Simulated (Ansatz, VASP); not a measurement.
# NaCl: VASP beside Ansatz

File INCAR:

```
SYSTEM = NaCl
  ALGO = Normal
  EDIFF = 1E-6
  ENCUT = 500
  GGA = PE
  GGA_COMPAT = .FALSE.
  ISIF = 2
  ISMEAR = -1
  LASPH = .TRUE.
  LCHARG = .FALSE.
  LREAL = .FALSE.
  LWAVE = .FALSE.
  NBANDS = 14
  NELM = 120
  PREC = Accurate
  SIGMA = 0.02
```

File KPOINTS:

```
k-points
0
G
  8 8 8
  0 0 0
```

File POSCAR:

```
NaCl
1.0
    2.8408047908      0.0000000000      0.0000000000
    0.0000000000      2.8408047908      0.0000000000
    0.0000000000      0.0000000000      2.8408047908
Na Cl
1 1
Direct
    0.0000000000      0.0000000000      0.0000000000
    0.5000000000      0.5000000000      0.5000000000
```

Input for Ansatz:

```yaml
crystal:
  lattice:
    - [2.8408047908, 0.0, 0.0]
    - [0.0, 2.8408047908, 0.0]
    - [0.0, 0.0, 2.8408047908]
  atoms:
    - { symbol: Na, position: [0.0, 0.0, 0.0] }
    - { symbol: Cl, position: [0.5, 0.5, 0.5] }
kpoints:
  mp_grid: { grid: [8, 8, 8] }
  band_path:
    path:
      - [0.0, 0.0, 0.0]
      - [0.0, 0.5, 0.0]
      - [0.5, 0.5, 0.0]
      - [0.0, 0.0, 0.0]
      - [0.5, 0.5, 0.5]
      - [0.0, 0.5, 0.0]
      - [0.5, 0.5, 0.5]
      - [0.5, 0.5, 0.0]
    npoints: 5
scf:
  occupations: { method: fermi_dirac, width: 0.02 }
hamiltonian:
  xc: pbe
  pseudopotentials: { kind: all_electron, lapw: { basis_error: 0.00025 } }
output:
  forces: true
  stress: true
  eigenvalues: true
```

Change from the starting cell: volume scaled by 0.98.

Alike in both runs: task single point; functional PBE; k mesh 8 × 8 × 8; occupations fermi-dirac, width 0.02 eV; no spin polarisation.

```csv
,VASP,Ansatz
version,VASP 6.6.1,Ansatz 0.2.0
potentials or method,"VASP PAW PBE potentials, release 64 (Na_pv, Cl), cutoff 500 eV","all-electron LAPW, scalar-relativistic"
```

|  | VASP | Ansatz | Ansatz less VASP |
| --- | --- | --- | --- |
| gap on the k mesh at the Fermi level (eV) | 4.33 | 4.29 | -0.048 |
| pressure (GPa) | 70.4 | 70.2 | -0.22 |

Both programs put the cell under a high pressure, so it lies far from rest at this level. Ansatz ran all-electron here, and VASP with PAW potentials.

Noted on VASP's run: the cell as given lies far from equilibrium.
